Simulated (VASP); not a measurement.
# H4C in VASP: notebook, part 2 of 2

VASP 6.6.1. The steps go on from the part before.

## Step 3: Single point, PBE+D3(BJ)

Input file INCAR:

```
  PREC = Accurate
  ENCUT = 520
  EDIFF = 1E-6
  ISMEAR = -1
  SIGMA = 0.02
  LREAL = Auto
  LASPH = True
  NELM = 80
  ALGO = Normal
  ISIF = 2
  LWAVE = False
  LCHARG = True
  GGA = PE
  IVDW = 12
  LELF = True
  LVHAR = True
  NBANDS = 45
```

Input file KPOINTS:

```
Automatic mesh
0
Gamma
  1 1 1
```

Input file POSCAR:

```
H4C
1.0
    7.8912360000      0.0000000000      0.0000000000
    0.0000000000      7.8912360000      0.0000000000
    0.0000000000      0.0000000000      7.8912360000
C H
6 24
Direct
    0.4338357134      0.3395285605      0.4481553967
    0.1266594992      0.8056152420      0.7795103327
    0.5116815667      0.7243478715      1.0292304019
    0.0929512183      0.4380682570      0.0785935182
    0.7290239450      0.5894640586      0.6384804611
    1.0274055927      1.0415351917      0.2978874285
    0.5351506405      0.2501509269      0.4026872343
    0.4405520251      0.4178813053      0.3418222443
    0.4511587285      0.4147765952      0.5725845736
    0.2859628073      0.3114467746      0.4577483172
    0.1251388249      0.9412847366      0.7685614776
    0.1941520948      0.8066670418      0.8939030590
    0.2323590373      0.7860872492      0.6850130955
    0.0042325435      0.7624280911      0.7797384339
    0.6184329046      0.6614933326      0.9622066809
    0.5603938344      0.8680135786      1.0633188514
    0.4778592352      0.6545489198      1.1409492759
    0.4119253308      0.7544318786      0.9262934222
   -0.0095168868      0.3707150566      0.1632824060
    0.2048601765      0.4203017119      0.1549313694
    0.0997308913      0.5590759166      0.0450246324
    0.0985396964      0.3555336578     -0.0537431652
    0.7916630551      0.6264037725      0.7543811895
    0.8258275383      0.5147229154      0.5891725960
    0.7463596324      0.7138425463      0.5379892326
    0.6188004008      0.5286624301      0.6680068876
    1.0763586338      1.1724272345      0.3108004880
    1.1647731737      0.9784398794      0.2495933463
    0.9026089196      1.0329433817      0.2291529489
    1.0121608326      0.9760448173      0.4254720046
```

Potentials or basis: VASP PAW PBE potentials, release 64 (C, H).

The run is started by

```
cat potpaw_PBE.64/C/POTCAR potpaw_PBE.64/H/POTCAR > POTCAR
mpirun -np 1 vasp_gam > vasp.out
```

OUTCAR:

```text
PREC = Accurate
   ENCUT = 520
   EDIFF = 1E-6
   ISMEAR = -1
   LREAL = Auto
   LASPH = True
   NELM = 80
   ISIF = 2
   GGA = PE
   IVDW = 12
 IVDW          = 12

 ion  position               nearest neighbor table
   1  0.434  0.340  0.448-   8 1.04   7 1.12   9 1.16  10 1.19
   2  0.127  0.806  0.780-  14 1.02  12 1.05  11 1.07  13 1.13
   3  0.512  0.724  0.029-  17 1.07  15 1.11  18 1.16  16 1.23
   4  0.093  0.438  0.079-  21 0.99  20 1.08  19 1.18  22 1.23
   5  0.729  0.589  0.638-  26 1.02  24 1.04  23 1.08  25 1.27
   6  0.027  0.042  0.298-  27 1.11  29 1.13  30 1.14  28 1.25
   7  0.535  0.250  0.403-   1 1.12
   8  0.441  0.418  0.342-   1 1.04
   9  0.451  0.415  0.573-   1 1.16
  10  0.286  0.311  0.458-   1 1.19
  11  0.125  0.941  0.769-   2 1.07
  12  0.194  0.807  0.894-   2 1.05
[... 16 lines left out ...]
  29  0.903  0.033  0.229-   6 1.13
  30  0.012  0.976  0.425-   6 1.14

  LATTYP: Found a simple cubic cell.
 ALAT       =     7.8912360000

  Lattice vectors:

 A1 = (   7.8912360000,   0.0000000000,   0.0000000000)
 A2 = (   0.0000000000,   7.8912360000,   0.0000000000)
 A3 = (   0.0000000000,   0.0000000000,   7.8912360000)

Analysis of symmetry for initial positions (statically):
=====================================================================
 Subroutine PRICEL returns:
 Original cell was already a primitive cell.

 Routine SETGRP: Setting up the symmetry group for a
 simple cubic supercell.

 Subroutine GETGRP returns: Found  1 space group operations
 (whereof  1 operations were pure point group operations)
 out of a pool of 48 trial point group operations.

The static configuration has the point symmetry C_1 .

Analysis of symmetry for dynamics (positions and initial velocities):
=====================================================================
 Subroutine PRICEL returns:
 Original cell was already a primitive cell.

 Routine SETGRP: Setting up the symmetry group for a
 simple cubic supercell.

 Subroutine GETGRP returns: Found  1 space group operations
 (whereof  1 operations were pure point group operations)
 out of a pool of 48 trial point group operations.

The dynamic configuration has the point symmetry C_1 .

 Subroutine INISYM returns: Found  1 space group operations
 (whereof  1 operations are pure point group operations),
 and found     1 'primitive' translations

----------------------------------------------------------------------------------------

                                     Primitive cell

  volume of cell :     491.3999

  direct lattice vectors                    reciprocal lattice vectors
     7.891236000  0.000000000  0.000000000     0.126722861  0.000000000  0.000000000
     0.000000000  7.891236000  0.000000000     0.000000000  0.126722861  0.000000000
     0.000000000  0.000000000  7.891236000     0.000000000  0.000000000  0.126722861

  length of vectors
     7.891236000  7.891236000  7.891236000     0.126722861  0.126722861  0.126722861

  position of ions in fractional coordinates (direct lattice)
     0.433835713  0.339528560  0.448155397
     0.126659499  0.805615242  0.779510333
     0.511681567  0.724347872  0.029230402
     0.092951218  0.438068257  0.078593518
     0.729023945  0.589464059  0.638480461
     0.027405593  0.041535192  0.297887428
[... 22 lines left out ...]
     0.902608920  0.032943382  0.229152949
     0.012160833  0.976044817  0.425472005

  ion indices of the primitive-cell ions
   primitive index   ion index
                 1           1
                 2           2
                 3           3
                 4           4
                 5           5
                 6           6
[... 22 lines left out ...]
                29          29
                30          30

----------------------------------------------------------------------------------------

 KPOINTS: Automatic mesh

Automatic generation of k-mesh.
 Grid dimensions read from file:
 generate k-points for:    1    1    1

 Generating k-lattice:

  Cartesian coordinates                     Fractional coordinates (reciprocal lattice)
     0.126722861  0.000000000  0.000000000     1.000000000  0.000000000  0.000000000
     0.000000000  0.126722861  0.000000000     0.000000000  1.000000000  0.000000000
     0.000000000  0.000000000  0.126722861     0.000000000  0.000000000  1.000000000

  Length of vectors
     0.126722861  0.126722861  0.126722861

  Shift w.r.t. Gamma in fractional coordinates (k-lattice)
     0.000000000  0.000000000  0.000000000

 Subroutine IBZKPT returns following result:
 ===========================================

 Found      1 irreducible k-points:

 Following reciprocal coordinates:
            Coordinates               Weight
  0.000000  0.000000  0.000000      1.000000
   k-points           NKPTS =      1   k-points in BZ     NKDIM =      1   number of bands    NBANDS=     45
   number of dos      NEDOS =    301   number of ions     NIONS =     30
   total plane-waves  NPLWV = 216000
   dimension x,y,z NGX =    60 NGY =   60 NGZ =   60
   dimension x,y,z NGXF=   120 NGYF=  120 NGZF=  120
   ions per type =               6  24
   NGX,Y,Z   is equivalent  to a cutoff of  12.64, 12.64, 12.64 a.u.
   NGXF,Y,Z  is equivalent  to a cutoff of  25.28, 25.28, 25.28 a.u.
 SYSTEM =  unknown system
   PREC   = accura    normal or accurate (medium, high low for compatibility)
   ISTART =      0    job   : 0-new  1-cont  2-samecut
   ICHARG =      2    charge: 1-file 2-atom 10-const
   ISPIN  =      1    spin polarized calculation?
   LNONCOLLINEAR =      F non collinear calculations
   LSORBIT =      F    spin-orbit coupling
   LASPH  =      T    aspherical Exc in radial PAW
   ENCUT  =  520.0 eV  38.22 Ry    6.18 a.u.  14.67 14.67 14.67*2*pi/ulx,y,z
   NELM   =     80;   NELMIN=  2; NELMDL= -5     # of ELM steps
   EDIFF  = 0.1E-05   stopping-criterion for ELM
   LREAL  =      T    real-space projection
   EDIFFG = 0.1E-04   stopping-criterion for IOM
   NSW    =      0    number of steps for IOM
   IBRION =     -1    ionic relax: 0-MD 1-quasi-New 2-CG
   NFREE  =      0    steps in history (QN), initial steepest desc. (CG)
   ISIF   =      2    stress and relaxation
   ISYM   =      2    0-nonsym 1-usesym 2-fastsym
   POTIM  = 0.5000    time-step for ionic-motion
   TEBEG  =    0.0;   TEEND  =   0.0 temperature during run
   PSTRESS=    0.0 pullay stress
   NELECT =      48.0000    total number of electrons
   NUPDOWN=      -1.0000    fix difference up-down
   EMIN   =  10.00;   EMAX   =-10.00  energy-range for DOS
   EFERMI =   0.00;   METHOD = LEGACY
   ISMEAR =    -1;   SIGMA  =   0.02  broadening in eV -4-tet -1-fermi 0-gaus
   EFERMI_NEDOS =   21; number of points for ismear=-14 and -15
   IALGO  =     38    algorithm
   IMIX   =      4    mixing-type and parameters
     AMIX     =   0.40;   BMIX     =  1.00
     AMIX_MAG =   1.60;   BMIX_MAG =  1.00
  volume/ion in A,a.u.               =      16.38       110.54
  Fermi-wavevector in a.u.,A,eV,Ry     =   0.753952  1.424762  7.734140  0.568443
  Thomas-Fermi vector in A             =   1.851508
   LORBIT       =      0    0 simple, 1 ext, 2 COOP (PROOUT), +10 PAW based schemes
   GGA     = PE    functional components
   LHFCALC =     F    Hartree Fock is set to
   AEXX    =    0.0000 exact exchange contribution
   IVDW    =    12    specifies the selected vdW correction
   LEPSILON=     F    determine dielectric tensor
   LRPA    =     F    only Hartree local field effects (RPA)
 non-spin polarized calculation
  energy-cutoff  :      520.00
  volume of cell :      491.40
 maximum number of plane-waves:      6603
 NGX is ok and might be reduce to    60
   NGX = 29   NGY = 29   NGZ = 29

 number of electron      48.0000004 magnetization

 Free energy of the ion-electron system (eV)
  ---------------------------------------------------
  ext. energy  EPLUGINS =         0.00000000
  ---------------------------------------------------
  free energy    TOTEN  =      -140.22937041 eV

  energy without entropy =     -140.22937041  energy(sigma->0) =     -140.22937041

 E-fermi :  -5.9708     XC(G=0):  -4.7331

 val. band max:       -6.4816419909   @ k =   0.0000   0.0000   0.0000
 cond. band min:      -0.1592267336   @ k =   0.0000   0.0000   0.0000
 fundamental gap:      6.3224152572
 Fermi energy:        -5.9708083556

 k-point     1 :       0.0000    0.0000    0.0000
  band No.  band energies     occupation
      1     -15.9588      2.00000
      2     -15.7131      2.00000
      3     -15.4419      2.00000
      4     -15.3248      2.00000
      5     -15.1119      2.00000
      6     -15.0389      2.00000
[... 28 lines left out ...]
     35       3.3902      0.00000
     36       3.5108      0.00000
 [bands above 36 left out]

------------------------ aborting loop because EDIFF is reached ----------------------------------------

 Edisp (eV)   -0.61348

 E8    (eV) :    -0.1276

  FORCE on cell =-STRESS in cart. coord.  units (eV):
  Direction    XX          YY          ZZ          XY          YZ          ZX
  --------------------------------------------------------------------------------------
  -------------------------------------------------------------------------------------
  Total      -4.72184     1.10955    -5.17792    -0.71121    -1.15111     3.82987
  in kB     -15.39524     3.61761   -16.88227    -2.31885    -3.75313    12.48704
  external pressure =       -9.55 kB  Pullay stress =        0.00 kB

 VOLUME and BASIS-vectors are now :
 -----------------------------------------------------------------------------
  energy-cutoff  :      520.00
  volume of cell :      491.40
      direct lattice vectors                 reciprocal lattice vectors
     7.891236000  0.000000000  0.000000000     0.126722861  0.000000000  0.000000000
     0.000000000  7.891236000  0.000000000     0.000000000  0.126722861  0.000000000
     0.000000000  0.000000000  7.891236000     0.000000000  0.000000000  0.126722861

 POSITION                                       TOTAL-FORCE (eV/Angst)
 -----------------------------------------------------------------------------------
      3.42350      2.67930      3.53650        -1.979985     -0.081970      1.871918
      0.99950      6.35730      6.15130         3.704272      2.316480     -1.367927
      4.03780      5.71600      0.23066         1.020135      3.530619     -1.879504
      0.73350      3.45690      0.62020        -0.888043     -6.868042     -0.345085
      5.75290      4.65160      5.03840         3.142672      4.790723     -1.749501
      0.21626      0.32776      2.35070         2.607404     -1.327935      0.625749
[... 22 lines left out ...]
      7.12270      0.25996      1.80830         1.345337     -0.165890     -0.137163
      0.09596      7.70220      3.35750         0.004041      0.873469     -0.827564
 -----------------------------------------------------------------------------------
    total drift:                               -0.002244      0.001933     -0.022902

  FREE ENERGIE OF THE ION-ELECTRON SYSTEM (eV)
  ---------------------------------------------------
  free  energy   TOTEN  =      -140.8428475145 eV

  energy  without entropy=     -140.8428475145  energy(sigma->0) =     -140.84284751
```

It took 1.9 min on 1 thread of Intel Xeon 6975P-C, shared host; peak memory 0.44 GiB.

Results:

```
Free energy                : -140.8428 eV
Pressure                   : -1.0 GPa
Largest force              : 6.934 eV/Å
Band gap on the k mesh     : 6.32 eV
Dispersion energy per atom : -0.020 eV
```

Forces in eV/Å, atoms in the order of the input:
```
C   -1.980 -0.082  1.872
C    3.704  2.316 -1.368
C    1.020  3.531 -1.880
C   -0.888 -6.868 -0.345
C    3.143  4.791 -1.750
C    2.607 -1.328  0.626
H   -1.023 -0.430  1.363
H   -0.111  2.105 -1.263
H    0.424 -1.088 -1.697
H    2.416 -0.730 -0.399
H   -0.765  1.271 -0.343
H    0.259 -0.915  1.946
H   -1.379 -1.025  0.025
H   -1.988 -1.482 -0.397
H   -0.324  0.199  0.385
H   -0.709 -2.679 -0.245
H   -0.609 -0.175  0.404
H    0.857 -0.901  1.561
H    0.799  1.808 -1.434
H    0.892 -0.559 -0.026
H   -1.000  4.366 -0.856
H    0.153  1.358  2.567
H   -0.103  0.608  0.700
H    1.043 -1.984 -1.070
H   -1.338 -2.430  2.219
H   -2.475 -0.847 -0.039
H   -0.767 -0.195  0.337
H   -3.209  0.657  0.070
H    1.345 -0.166 -0.137
H    0.004  0.873 -0.828
```

Caveat: the k points lie up to 0.80 Å⁻¹ apart.

## Step 4: Single point, PBE+D3(BJ)

Input file INCAR:

```
SYSTEM = H4C
ALGO = Normal
EDIFF = 1E-6
ENCUT = 520
GGA = PE
ISIF = 2
ISMEAR = -1
IVDW = 12
LASPH = .True.
LCHARG = .False.
LREAL = Auto
LWAVE = .False.
NBANDS = 45
NELM = 60
PREC = Accurate
SIGMA = 0.02
```

Input file KPOINTS:

```
k-points
0
Gamma
  1 1 1
  0 0 0
```

Input file POSCAR:

```
H4C
1.0
    7.8912360000      0.0000000000      0.0000000000
    0.0000000000      7.8912360000      0.0000000000
    0.0000000000      0.0000000000      7.8912360000
C H
6 24
Direct
    0.4575962498      0.3423924972      0.4525526800
    0.1195503467      0.8407808359      0.7526450863
    0.4457730069      0.6583379334      1.0484796045
    0.1292953347      0.4829408219      0.1219327365
    0.7462202372      0.5845218670      0.5772986640
    1.0331334660      1.0388993562      0.3228264875
    0.5480130109      0.3025001407      0.5613189113
    0.4769088138      0.4643252337      0.4067296935
    0.3420503455      0.3704742831      0.5474554303
    0.4416925308      0.2203710547      0.3599055965
    0.0570126150      0.8870346800      0.6220951952
    0.1431588157      0.9559592439      0.8233310979
    0.2165693689      0.7517200094      0.6961900518
    0.0336575918      0.7540897269      0.7943875966
    0.5616864076      0.5887417383      1.0055965884
    0.5222629256      0.7907253059      1.1000811533
    0.3831719138      0.6021363447      1.1639241305
    0.3609447240      0.6916280289      0.9379265808
   -0.0145731290      0.4380429124      0.1362270752
    0.2040871671      0.4138261737      0.2112976979
    0.1266721715      0.6083584371      0.1375449930
    0.2042772514      0.4261943249     -0.0004562023
    0.7798398122      0.7194056799      0.5777548663
    0.8003689156      0.5270277052      0.6803243497
    0.8123442259      0.5234034314      0.4408561599
    0.6200929740      0.5734589613      0.5872464085
    1.0138842635      1.0396850379      0.4653643612
    1.1572458358      1.0868386144      0.2581091226
    0.9385982120      1.1109919916      0.2518743578
    1.0201697174      0.9204134815      0.2574881806
```

The run is started by

```
cat potpaw_PBE.64/C/POTCAR potpaw_PBE.64/H/POTCAR > POTCAR
mpirun -np 1 vasp_gam > vasp.out
```

Wall time 98 s (1 thread of Intel Xeon 6975P-C, shared host); peak memory 0.43 GiB.

The run converged. Its results:

```
Free energy                : -140.8143 eV
Pressure                   : -1.3 GPa
Largest force              : 6.688 eV/Å
Band gap on the k mesh     : 6.15 eV
Dispersion energy per atom : -0.021 eV
```

Forces on the atoms (eV/Å):
```
C   -1.764 -3.892  3.281
C    0.583  0.963 -5.065
C    2.309  2.805  0.977
C   -1.599 -6.016 -2.445
C    4.216  0.901 -4.728
C    1.088  1.127 -1.318
H   -0.340  0.565 -1.745
H    0.945  1.342 -1.375
H    0.913 -1.009 -1.879
H   -0.049  2.615  1.569
H    0.820 -0.583  2.076
H    0.627 -0.282  0.470
H    0.352  1.282  0.869
H   -2.337 -1.527  1.836
H   -0.859 -0.213  0.126
H   -1.907 -2.345 -1.050
H    0.652  0.428 -1.207
H    0.612 -0.281  1.120
H    2.271  0.264 -0.567
H    0.136 -0.048  1.345
H    0.410  3.929  0.179
H   -2.011  1.513  1.516
H    0.093  0.004 -0.003
H    1.433 -1.326  2.107
H   -1.752  1.197  3.025
H   -3.674 -0.428 -0.211
H    0.522  0.114 -1.565
H   -1.099 -0.276  1.727
H   -0.439  0.550  0.501
H   -0.152 -1.375  0.435
```

Stress tensor (GPa, compression positive):
```
-0.31  1.30  1.70
 1.30  0.39 -2.24
 1.70 -2.24 -4.10
```

Levels at points of the mesh, in eV from the valence-band top:
| k point | band 22 | band 23 | band 24 | band 25 | band 26 | band 27 |
| --- | --- | --- | --- | --- | --- | --- |
| (0.00, 0.00, 0.00) | -0.27 | -0.12 | 0.00 | 6.15 | 8.06 | 8.13 |

Caveat: the k points lie up to 0.80 Å⁻¹ apart.
